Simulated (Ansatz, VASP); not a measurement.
## Ge2As3: VASP beside Ansatz

```xyz
5
Lattice="3.6852 0.0000 0.0000 0.0000 3.6852 0.0000 0.0000 0.0000 7.6324" Properties=species:S:1:pos:R:3 pbc="T T T"
Ge    0.0000    1.8426    3.8162
Ge    1.8426    0.0000    3.8162
As    1.8426    1.8426    0.0000
As    0.0000    0.0000    6.3209
As    0.0000    0.0000    1.3114
```

Alike in both runs: functional PBE; k mesh 6 × 6 × 2; occupations gaussian, width 0.1 eV; no spin polarisation.

Ansatz relaxed the structure, and its values are those at the end. VASP's run is a single point on that final structure, the one shown.

|  | VASP | Ansatz |
| --- | --- | --- |
| version | VASP 6.6.1 | Ansatz 0.2.0 |
| potentials or method | VASP PAW PBE potentials, release 64 (Ge_d, As), cutoff 520 eV | scalar-relativistic, plane waves, PAW |
| valence electrons in the cell | 43 | 73 |

Ansatz gave:

```
gap on the k mesh at the Fermi level (eV) : none
pressure (GPa)                            : 0.0
rms of the force components (eV/Å)        : 0.004
```

Problem. Estimate VASP's values.

Solution. gap on the k mesh at the Fermi level (eV): none; pressure (GPa): 0.0; rms of the force components (eV/Å): 0.001.

A gap of «none» marks a metal or a gap that the smearing closes. VASP's potentials hold 43 valence electrons a cell and Ansatz's 73, so a difference there can come from the potentials and not from the codes.

The k mesh is coarse, so the values compare programs but aren't converged.
